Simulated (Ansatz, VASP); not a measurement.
## C in VASP and in Ansatz

Contents of INCAR:

```
SYSTEM = C
ALGO = Normal
EDIFF = 1E-8
ENCUT = 520
ISIF = 2
ISMEAR = -1
LASPH = .True.
LCHARG = .False.
LEFG = .True.
LREAL = .False.
LWAVE = .False.
NBANDS = 11
NELM = 100
PREC = Accurate
SIGMA = 0.03
```

KPOINTS

```
k-points
0
Gamma
  16 16 16
  0 0 0
```

Contents of POSCAR:

```
C
1.0
    0.0000000000      1.7893249605      1.7893249605
    1.7893249605      0.0000000000      1.7893249605
    1.7893249605      1.7893249605      0.0000000000
C
2
Direct
    0.5000000000      0.5000000000      0.5000000000
    0.7500000000      0.7500000000      0.7500000000
```

Input for Ansatz:

```yaml
crystal:
  lattice:
    - [0.0, 1.7893249605, 1.7893249605]
    - [1.7893249605, 0.0, 1.7893249605]
    - [1.7893249605, 1.7893249605, 0.0]
  atoms:
    - { symbol: C, position: [0.5, 0.5, 0.5] }
    - { symbol: C, position: [0.75, 0.75, 0.75] }
kpoints:
  mp_grid: { grid: [16, 16, 16] }
scf:
  occupations: { method: fermi_dirac, width: 0.03 }
hamiltonian:
  xc: lda
  pseudopotentials: { kind: paw }
output:
  forces: true
  stress: true
  eigenvalues: true
  efg: { contact_densities: true }
  write_density: true
  write_potential: true
  elf: true
  volumetric_format: npy
```

Change from the starting cell: volume scaled by 1.01, PAW files.

Alike in both runs: task electric field gradients; functional LDA; k mesh 16 × 16 × 16; occupations fermi-dirac, width 0.03 eV; no spin polarisation.

```csv
,VASP,Ansatz
version,VASP 6.6.1,Ansatz 0.2.0
potentials or method,"VASP PAW LDA potentials, release 64 (C)","PAW with Ansatz's default frozen-core files, scalar-relativistic"
plane-wave cutoff (eV),520,420
valence electrons in the cell,8,8
```

```tsv
	VASP	Ansatz	Ansatz less VASP
gap on the k mesh at the Fermi level (eV)	4.08	4.08	+0.005
pressure (GPa)	-15.8	-17.2	-1.42
```

LDA's correlation is that of Perdew and Zunger in VASP and of Perdew and Wang (1992) in Ansatz.
